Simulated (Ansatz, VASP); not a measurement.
**Two plane-wave programs on BP**

File INCAR:

```
ALGO = Normal ; EDIFF = 1E-6
ENCUT = 520 ; GGA = PE
ISIF = 2 ; ISMEAR = -1
LASPH = True ; LCHARG = True
LELF = True ; LREAL = False
LVHAR = True ; LWAVE = False
NBANDS = 11 ; NELM = 100
PREC = Accurate ; SIGMA = 0.02
```

KPOINTS

```
k-points
0
Gamma
  10 10 10
```

File POSCAR:

```
BP
1.0
    0.0000000000      2.2909988435      2.2591363518
    2.2909988435      0.0000000000      2.2591363518
    2.2909988435      2.2909988435      0.0000000000
B P
1 1
Direct
    0.0000000000      0.0000000000      0.0000000000
    0.2500000000      0.2500000000      0.2500000000
```

Input for Ansatz:

```yaml
crystal:
  lattice:
    - [0.0, 2.2909988435, 2.2591363518]
    - [2.2909988435, 0.0, 2.2591363518]
    - [2.2909988435, 2.2909988435, 0.0]
  atoms:
    - { symbol: B, position: [0.0, 0.0, 0.0] }
    - { symbol: P, position: [0.25, 0.25, 0.25] }
kpoints:
  mp_grid: { grid: [10, 10, 10] }
  band_path:
    path:
      - [0.0, 0.0, 0.0]
      - [-0.5, -0.5, 0.0]
      - [-0.375, -0.375, 0.25]
      - [-0.375, 0.0, 0.375]
      - [0.0, 0.0, 0.5]
      - [-0.5, -0.25, 0.25]
      - [0.0, 0.4, 0.4]
    npoints: 1
hamiltonian:
  xc: pbe
scf:
  occupations: { method: fermi_dirac, width: 0.02 }
  n_extra_bands: 4
output:
  forces: true
  stress: true
  eigenvalues: true
  write_density: true
  write_potential: true
  elf: true
  volumetric_format: npy
```

Change from the starting cell: epitaxial_xy strain +1.0%.

Alike in both runs: task single point; functional PBE; k mesh 10 × 10 × 10; occupations fermi-dirac, width 0.02 eV; no spin polarisation.

|  | VASP | Ansatz |
| --- | --- | --- |
| version | VASP 6.6.1 | Ansatz 0.2.0 |
| potentials or method | VASP PAW PBE potentials, release 64 (B, P) | plane waves, PAW |
| plane-wave cutoff (eV) | 520 | 420 |
| valence electrons in the cell | 8 | 8 |

|  | VASP | Ansatz | Ansatz less VASP |
| --- | --- | --- | --- |
| gap on the k mesh at the Fermi level (eV) | 1.05 | 1.06 | +0.004 |
| pressure (GPa) | -1.5 | -1.3 | +0.22 |
| traceless stress, the component that is largest in VASP (GPa) | 2.42 | 2.42 | -0.004 |

The functional is the same, so the differences come from potentials, cutoffs and numerics.
